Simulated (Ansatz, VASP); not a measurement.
LiAl4O in VASP and in Ansatz

```
Li Al O
1.0
     2.49540   -4.19541    0.00000
     2.49540    4.19541    0.00000
     0.00000    0.00000    4.02443
Li Al O
1 4 1
Direct
  0.00000 0.00000 0.50000
  0.16834 0.83166 0.00000
  0.83166 0.16834 0.00000
  0.00000 0.50000 0.50000
  0.50000 0.00000 0.50000
  0.50000 0.50000 0.00000
```

Change from the starting cell: species swapped into the TmAlNi4 type (Cmmm, No. 65).

Alike in both runs: task single point; functional PBE; k mesh 4 × 4 × 4; occupations gaussian, width 0.1 eV; no spin polarisation.

```csv
,VASP,Ansatz
version,VASP 6.6.1,Ansatz 0.2.0
potentials or method,"VASP PAW PBE potentials, release 64 (Li_sv, Al, O), cutoff 520 eV","scalar-relativistic, plane waves, PAW"
valence electrons in the cell,21,21
```

Ansatz gave:

```
gap on the k mesh at the Fermi level (eV) : none
rms of the force components (eV/Å)        : 0.195
```

Estimate VASP's values.

gap on the k mesh at the Fermi level (eV): none; rms of the force components (eV/Å): 0.194.

Atom by atom the forces differ by 0.001 eV/Å (rms over components). A gap of «none» marks a metal or a gap that the smearing closes.

The k mesh is coarse, so the values compare programs but aren't converged. Noted on VASP's run: the cutoff is short for stress, so the pressure is rough.
